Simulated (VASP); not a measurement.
# Co (P-1) in VASP: single point with r2SCAN

Aim: the single point of Co with r2SCAN.

All numbers are computed with VASP 6.6.1; they aren't measurements. Logs are shortened: lines on timing, memory, paths and dates and some standing lists are left out, and cuts for length are marked.

## (1) The cell of the first run

The typed cell holds 2 atoms: a = 2.496 Å, b = 2.497 Å, c = 3.530 Å, α = 90.00°, β = 90.00°, γ = 90.00°.

## (2) Single point, r2SCAN, collinear spin, antiferromagnetic start

POSCAR reads:

```
Co
1.0
    2.4960900000      0.0000000000      0.0000000000
    0.0000000000      2.4966100000      0.0000000000
    0.0000000000      0.0000000000      3.5300100000
Co
2
Direct
    0.9948660000      0.9826340000      0.9966420000
    0.5039240000      0.5133480000      0.5121150000
```

INCAR.step1 reads:

```
SYSTEM = Co
ALGO = Normal
EDIFF = 1E-4
ENCUT = 520
GGA = PE
ISMEAR = -1
ISPIN = 2
LASPH = .TRUE.
LCHARG = .FALSE.
LMAXMIX = 4
LREAL = .FALSE.
LWAVE = .TRUE.
MAGMOM = 1.21 -1.21
NBANDS = 20
NELM = 150
PREC = Accurate
SIGMA = 0.1
```

INCAR.step2 reads:

```
SYSTEM = Co
ALGO = Normal
EDIFF = 1E-7
ENCUT = 520
ISIF = 2
ISMEAR = -1
ISPIN = 2
ISTART = 1
LASPH = .TRUE.
LCHARG = .TRUE.
LELF = .TRUE.
LMAXMIX = 4
LMIXTAU = .TRUE.
LORBIT = 11
LREAL = .FALSE.
LVHAR = .TRUE.
LWAVE = .FALSE.
MAGMOM = 1.21 -1.21
METAGGA = R2SCAN
NBANDS = 20
NELM = 150
PREC = Accurate
SIGMA = 0.1
```

KPOINTS reads:

```
k-points
0
G
  5 5 4
  0 0 0
```

Potentials or basis: VASP PAW PBE potentials, release 64 (Co).

Launch:

```bash
cat potpaw_PBE.64/Co/POTCAR > POTCAR
cp INCAR.step1 INCAR
mpirun -np 1 vasp_std > vasp.out
cp INCAR.step2 INCAR
mpirun -np 1 vasp_std > vasp.out
```

OUTCAR:

```text
SYSTEM = Co
   EDIFF = 1E-7
   ENCUT = 520
   ISIF = 2
   ISMEAR = -1
   ISPIN = 2
   ISTART = 1
   LASPH = .TRUE.
   LORBIT = 11
   LREAL = .FALSE.
   METAGGA = R2SCAN
   NELM = 150
   PREC = Accurate

 ion  position               nearest neighbor table
   1  0.995  0.983  0.997-   2 2.41   2 2.43   2 2.49   2 2.49   2 2.51   2 2.51   2 2.56   2 2.58

   2  0.504  0.513  0.512-   1 2.41   1 2.43   1 2.49   1 2.49   1 2.51   1 2.51   1 2.56   1 2.58

  LATTYP: Found a simple orthorhombic cell.
 ALAT       =     2.4960900000
 B/A-ratio  =     1.0002083258
 C/A-ratio  =     1.4142158336

  Lattice vectors:

 A1 = (   2.4960900000,   0.0000000000,   0.0000000000)
 A2 = (   0.0000000000,   2.4966100000,   0.0000000000)
 A3 = (   0.0000000000,   0.0000000000,   3.5300100000)

Analysis of symmetry for initial positions (statically):
=====================================================================
 Subroutine PRICEL returns:
 Original cell was already a primitive cell.

 Routine SETGRP: Setting up the symmetry group for a
 simple orthorhombic supercell.

 Subroutine GETGRP returns: Found  2 space group operations
 (whereof  1 operations were pure point group operations)
 out of a pool of  8 trial point group operations.

The static configuration has the point symmetry C_1 .
 The point group associated with its full space group is S_2 .

Analysis of symmetry for dynamics (positions and initial velocities):
=====================================================================
 Subroutine PRICEL returns:
 Original cell was already a primitive cell.

 Routine SETGRP: Setting up the symmetry group for a
 simple orthorhombic supercell.

 Subroutine GETGRP returns: Found  2 space group operations
 (whereof  1 operations were pure point group operations)
 out of a pool of  8 trial point group operations.

The dynamic configuration has the point symmetry C_1 .
 The point group associated with its full space group is S_2 .

Analysis of structural, dynamic, and magnetic symmetry:
=====================================================================
 Subroutine PRICEL returns:
 Original cell was already a primitive cell.

 Routine SETGRP: Setting up the symmetry group for a
 simple orthorhombic supercell.

 Subroutine GETGRP returns: Found  2 space group operations
 (whereof  1 operations were pure point group operations)
 out of a pool of  8 trial point group operations.

The overall configuration has the point symmetry C_1 .
 The point group associated with its full space group is S_2 .

 Subroutine INISYM returns: Found  2 space group operations
 (whereof  1 operations are pure point group operations),
 and found     1 'primitive' translations

----------------------------------------------------------------------------------------

                                     Primitive cell

  volume of cell :      21.9982

  direct lattice vectors                    reciprocal lattice vectors
     2.496090000  0.000000000  0.000000000     0.400626580  0.000000000  0.000000000
     0.000000000  2.496610000  0.000000000     0.000000000  0.400543136  0.000000000
     0.000000000  0.000000000  3.530010000     0.000000000  0.000000000  0.283285316

  length of vectors
     2.496090000  2.496610000  3.530010000     0.400626580  0.400543136  0.283285316

  position of ions in fractional coordinates (direct lattice)
     0.994866000  0.982634000  0.996642000
     0.503924000  0.513348000  0.512115000

  ion indices of the primitive-cell ions
   primitive index   ion index
                 1           1
                 2           2

----------------------------------------------------------------------------------------

 KPOINTS: k-points

Automatic generation of k-mesh.
 Grid dimensions read from file:
 generate k-points for:    5    5    4

 Generating k-lattice:

  Cartesian coordinates                     Fractional coordinates (reciprocal lattice)
     0.080125316  0.000000000  0.000000000     0.200000000  0.000000000  0.000000000
     0.000000000  0.080108627  0.000000000     0.000000000  0.200000000  0.000000000
     0.000000000  0.000000000  0.070821329     0.000000000  0.000000000  0.250000000

  Length of vectors
     0.080125316  0.080108627  0.070821329

  Shift w.r.t. Gamma in fractional coordinates (k-lattice)
     0.000000000  0.000000000  0.000000000

 Subroutine IBZKPT returns following result:
 ===========================================

 Found     51 irreducible k-points:

 Following reciprocal coordinates:
            Coordinates               Weight
  0.000000  0.000000  0.000000      1.000000
  0.200000  0.000000  0.000000      2.000000
  0.400000  0.000000  0.000000      2.000000
  0.000000  0.200000  0.000000      2.000000
  0.200000  0.200000  0.000000      2.000000
  0.200000 -0.200000  0.000000      2.000000
[... 16 lines left out ...]
 -0.200000  0.200000 -0.250000      2.000000
 -0.200000 -0.200000  0.250000      2.000000
 [... further k-points ...]
   k-points           NKPTS =     51   k-points in BZ     NKDIM =     51   number of bands    NBANDS=     20
   number of dos      NEDOS =    301   number of ions     NIONS =      2
   total plane-waves  NPLWV =  11200
   dimension x,y,z NGX =    20 NGY =   20 NGZ =   28
   dimension x,y,z NGXF=    40 NGYF=   40 NGZF=   56
   ions per type =               2
   NGX,Y,Z   is equivalent  to a cutoff of  13.32, 13.32, 13.19 a.u.
   NGXF,Y,Z  is equivalent  to a cutoff of  26.64, 26.64, 26.37 a.u.
 SYSTEM =  Co
   PREC   = accura    normal or accurate (medium, high low for compatibility)
   ISTART =      1    job   : 0-new  1-cont  2-samecut
   ICHARG =      0    charge: 1-file 2-atom 10-const
   ISPIN  =      2    spin polarized calculation?
   LNONCOLLINEAR =      F non collinear calculations
   LSORBIT =      F    spin-orbit coupling
   LASPH  =      T    aspherical Exc in radial PAW
   ENCUT  =  520.0 eV  38.22 Ry    6.18 a.u.   4.64  4.64  6.56*2*pi/ulx,y,z
   NELM   =    150;   NELMIN=  2; NELMDL=  0     # of ELM steps
   EDIFF  = 0.1E-06   stopping-criterion for ELM
   LREAL  =      F    real-space projection
   EDIFFG = 0.1E-05   stopping-criterion for IOM
   NSW    =      0    number of steps for IOM
   IBRION =     -1    ionic relax: 0-MD 1-quasi-New 2-CG
   NFREE  =      0    steps in history (QN), initial steepest desc. (CG)
   ISIF   =      2    stress and relaxation
   ISYM   =      2    0-nonsym 1-usesym 2-fastsym
   POTIM  = 0.5000    time-step for ionic-motion
   TEBEG  =    0.0;   TEEND  =   0.0 temperature during run
   PSTRESS=    0.0 pullay stress
   NELECT =      18.0000    total number of electrons
   NUPDOWN=      -1.0000    fix difference up-down
   EMIN   =  10.00;   EMAX   =-10.00  energy-range for DOS
   EFERMI =   0.00;   METHOD = LEGACY
   ISMEAR =    -1;   SIGMA  =   0.10  broadening in eV -4-tet -1-fermi 0-gaus
   EFERMI_NEDOS =   21; number of points for ismear=-14 and -15
   IALGO  =     38    algorithm
   IMIX   =      4    mixing-type and parameters
     AMIX     =   0.40;   BMIX     =  1.00
     AMIX_MAG =   1.60;   BMIX_MAG =  1.00
  volume/ion in A,a.u.               =      11.00        74.23
  Fermi-wavevector in a.u.,A,eV,Ry     =   1.531217  2.893580 31.900561  2.344625
  Thomas-Fermi vector in A             =   2.638592
   LORBIT       =     11    0 simple, 1 ext, 2 COOP (PROOUT), +10 PAW based schemes
   METAGGA = R2SCAN    functional components
   LHFCALC =     F    Hartree Fock is set to
   AEXX    =    0.0000 exact exchange contribution
   IVDW    =     0    specifies the selected vdW correction
   LEPSILON=     F    determine dielectric tensor
   LRPA    =     F    only Hartree local field effects (RPA)
 spin polarized calculation
  energy-cutoff  :      520.00
  volume of cell :       22.00
 maximum number of plane-waves:       613
   NGX =  9   NGY =  9   NGZ = 13

 number of electron      18.0000003 magnetization      -0.0000000

 Free energy of the ion-electron system (eV)
  ---------------------------------------------------
  ext. energy  EPLUGINS =         0.00000000
  ---------------------------------------------------
  free energy    TOTEN  =       -25.56641744 eV

  energy without entropy =      -25.46337056  energy(sigma->0) =      -25.51489400

 E-fermi :  10.2864     XC(G=0): -14.5357

 val. band max:       10.2630836442   @ k =   0.4000  -0.4000   0.0000
 cond. band min:      10.2965501019   @ k =   0.0000   0.4000   0.0000
 fundamental gap:      0.0334664578
 Fermi energy:        10.2863922714

 spin component 1

 k-point     1 :       0.0000    0.0000    0.0000
  band No.  band energies     occupation
      1       0.6173      1.00000
      2       5.0459      1.00000
      3       5.4482      1.00000
      4       7.5263      1.00000
      5       7.5362      1.00000
      6       7.9610      1.00000
[... 12 lines left out ...]
     19      38.6512      0.00000
     20      38.7231      0.00000
[... 507 lines left out ...]
 k-point    24 :      -0.2000   -0.2000    0.2500
  band No.  band energies     occupation
      1       3.3679      1.00000
      2       6.0184      1.00000
      3       6.3541      1.00000
      4       6.8467      1.00000
      5       6.9144      1.00000
      6       7.3401      1.00000
[... 12 lines left out ...]
     19      37.4520      0.00000
     20      38.9738      0.00000

 [... further k-points ...]

 spin component 2

 k-point     1 :       0.0000    0.0000    0.0000
  band No.  band energies     occupation
      1       0.6173      1.00000
      2       5.0459      1.00000
      3       5.4482      1.00000
      4       7.5263      1.00000
      5       7.5362      1.00000
      6       7.9610      1.00000
[... 12 lines left out ...]
     19      38.6510      0.00000
     20      38.7232      0.00000
[... 507 lines left out ...]
 k-point    24 :      -0.2000   -0.2000    0.2500
  band No.  band energies     occupation
      1       3.3679      1.00000
      2       6.0184      1.00000
      3       6.3541      1.00000
      4       6.8467      1.00000
      5       6.9144      1.00000
      6       7.3401      1.00000
[... 12 lines left out ...]
     19      37.4520      0.00000
     20      38.9738      0.00000

 [... further k-points ...]
[... 5 lines left out ...]
  --------------------------------------------------------------------------------------
  -------------------------------------------------------------------------------------
  Total       -1.1524566     -1.1652403      1.7390549     -0.0367474      0.0758235      0.0218828
  in kB      -83.9360023    -84.8670679    126.6592748     -2.6763991      5.5223950      1.5937741
  external PRESSURE =     -14.0479318 kB  Pullay stress =       0.0000000 kB

 VOLUME and BASIS-vectors are now :
 -----------------------------------------------------------------------------
  energy-cutoff  :      520.00
  volume of cell :       22.00
      direct lattice vectors                 reciprocal lattice vectors
     2.496090000  0.000000000  0.000000000     0.400626580  0.000000000  0.000000000
     0.000000000  2.496610000  0.000000000     0.000000000  0.400543136  0.000000000
     0.000000000  0.000000000  3.530010000     0.000000000  0.000000000  0.283285316

 POSITION                                       TOTAL-FORCE (eV/Angst)
 -----------------------------------------------------------------------------------
      2.48328      2.45325      3.51816         0.092719      0.311354      0.534823
      1.25784      1.28163      1.80777        -0.092719     -0.311354     -0.534823
 -----------------------------------------------------------------------------------
    total drift:                               -0.000088      0.000090     -0.000063

  FREE ENERGIE OF THE ION-ELECTRON SYSTEM (eV)
  ---------------------------------------------------
  free  energy   TOTEN  =       -25.5664174413 eV

  energy  without entropy=      -25.4633705631  energy(sigma->0) =      -25.51489400

 total charge

# of ion       s       p       d       tot
------------------------------------------
    1        0.512   0.561   7.208   8.281
    2        0.512   0.561   7.208   8.281
--------------------------------------------------
tot          1.025   1.122  14.415  16.561

 magnetization (x)

# of ion       s       p       d       tot
------------------------------------------
    1        0.032   0.038   1.649   1.719
    2       -0.032  -0.038  -1.649  -1.719
--------------------------------------------------
tot          0.000   0.000   0.000   0.000
```

Run time: 6.1 min. Hardware: 1 thread of AMD EPYC 9R45 (Zen 5), shared host; peak memory 0.13 GiB.

Results:

```yaml
Free_energy: -25.5664 eV
Pressure: -1.4 GPa
Largest_force: 0.626 eV/Å
Band_gap_on_the_k_mesh: zero (filled and empty bands overlap)
Net_moment: 0.00 μB per cell
Site_moments: Co +1.72, -1.72 μB
Valence_electrons_inside_the_program's_atomic_spheres: Co 8.28
```

Forces on the atoms (eV/Å):
```
Co   0.093  0.311  0.535
Co  -0.093 -0.311 -0.535
```

Caveat: the k points lie up to 0.50 Å⁻¹ apart; the PAW data sets were made with another functional, which shifts forces and pressure a little.
